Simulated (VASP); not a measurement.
# Te: single point with PBE

Te:

```
Te
1.0
     0.00000    3.49493    3.49493
     3.49493    0.00000    3.49493
     3.49493    3.49493    0.00000
Te
2
Direct
  0.12500 0.12500 0.12500
  0.87500 0.87500 0.87500
```

This isn't the form of Te at room conditions, which is trigonal, of chains.

```
Program                : VASP 6.6.1
Task                   : single point
Functional             : PBE
Potentials or basis    : VASP PAW PBE potentials, release 64 (Te)
Cutoff                 : 500 eV
k mesh                 : 9 × 9 × 9
Occupations            : fermi-dirac, width 0.1 eV
Spin                   : no spin polarisation
Dipole correction      : no
Further INCAR settings : ALGO = Normal; EDIFF = 1e-06; NBANDS = 13
```

* Pressure: 2.6 GPa
* Band gap on the k mesh: zero (bands 6 and 7 overlap by 0.98 eV)

Levels at points of the mesh, in eV from the Fermi level:
| k point | band 3 | band 4 | band 5 | band 6 | band 7 | band 8 | band 9 | band 10 |
| --- | --- | --- | --- | --- | --- | --- | --- | --- |
| (0.00, 0.00, 0.00) | -3.21 | -3.21 | -3.21 | -0.77 | -0.77 | -0.77 | 3.62 | 5.88 |

It took 44 s on 1 thread of Intel Xeon 8259CL, on a shared host, peak memory 0.21 GiB.

Caveat: spin-orbit coupling is left out, which moves the levels of the heavy elements.
